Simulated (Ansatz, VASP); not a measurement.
**Two plane-wave programs on Rh**

File POSCAR:

```
Rh
1.0
    2.6917450000      0.0000000000      0.0000000000
   -1.3458720000      2.3311190000      0.0000000000
    0.0000000000      0.0000000000      8.7980700000
Rh
4
Direct
    0.0000000000      0.0000000000      0.0000000000
    0.3333333333      0.6666666667      0.2500000000
    0.0000000000      0.0000000000      0.5000000000
    0.6666666667      0.3333333333      0.7500000000
```

Contents of INCAR.step1:

```
PREC = Accurate ; ENCUT = 600
ISMEAR = 1 ; SIGMA = 0.1
LREAL = F ; LASPH = T
NELM = 80 ; GGA = PE
ALGO = Normal ; EDIFF = 1E-4
LWAVE = T ; LCHARG = F
```

The input INCAR.step2:

```
PREC = Accurate ; ENCUT = 600
EDIFF = 1E-6 ; ISMEAR = 1
SIGMA = 0.1 ; LREAL = F
LASPH = T ; NELM = 80
ALGO = Normal ; ISIF = 3
LWAVE = F ; LCHARG = F
METAGGA = R2SCAN ; LMIXTAU = T
IVDW = 13 ; VDW_S6 = 1.0
VDW_S8 = 0.6018749 ; VDW_A1 = 0.51559235
VDW_A2 = 5.77342911 ; IBRION = 2
NSW = 80 ; EDIFFG = -0.02
ISTART = 1
```

File KPOINTS:

```
regular mesh
0
Gamma
  9 9 3
```

Input for Ansatz:

```yaml
crystal:
  lattice:
    - [2.691745, 0.0, 0.0]
    - [-1.345872, 2.331119, 0.0]
    - [0.0, 0.0, 8.79807]
  atoms:
    - { symbol: Rh, position: [0.0, 0.0, 0.0] }
    - { symbol: Rh, position: [0.3333333333333333, 0.6666666666666666, 0.25] }
    - { symbol: Rh, position: [0.0, 0.0, 0.5] }
    - { symbol: Rh, position: [0.6666666666666666, 0.3333333333333333, 0.75] }
kpoints:
  mp_grid:
    grid: [9, 9, 3]
hamiltonian:
  xc: r2scan
  dispersion: d4
scf:
  occupations:
    method: cold
    width: 0.1
relax:
  f_tol: 0.02
  cell: {}
```

Alike in both runs: task relaxation of cell and atoms; functional r2SCAN; dispersion D4; k mesh 9 × 9 × 3; no spin polarisation.

|  | VASP | Ansatz |
| --- | --- | --- |
| version | VASP 6.6.1 | Ansatz 0.2.0 |
| potentials or method | VASP PAW PBE potentials, release 64 (Rh_pv) | plane waves, PAW |
| plane-wave cutoff (eV) | 600 | 500 |
| occupations | methfessel-paxton of order 1, width 0.1 eV | cold, width 0.1 eV |
| valence electrons in the cell | 60 | 68 |

```tsv
	VASP	Ansatz	Ansatz less VASP
relaxed volume (Å³/atom)	13.66	13.60	-0.051
relaxed cell length with the largest relative difference (Å)	8.743	8.731	-0.0119
```

VASP's potentials were made for PBE, not for r2SCAN. VASP's potentials hold 60 valence electrons a cell and Ansatz's 68, so a difference there can come from the potentials and not from the codes.
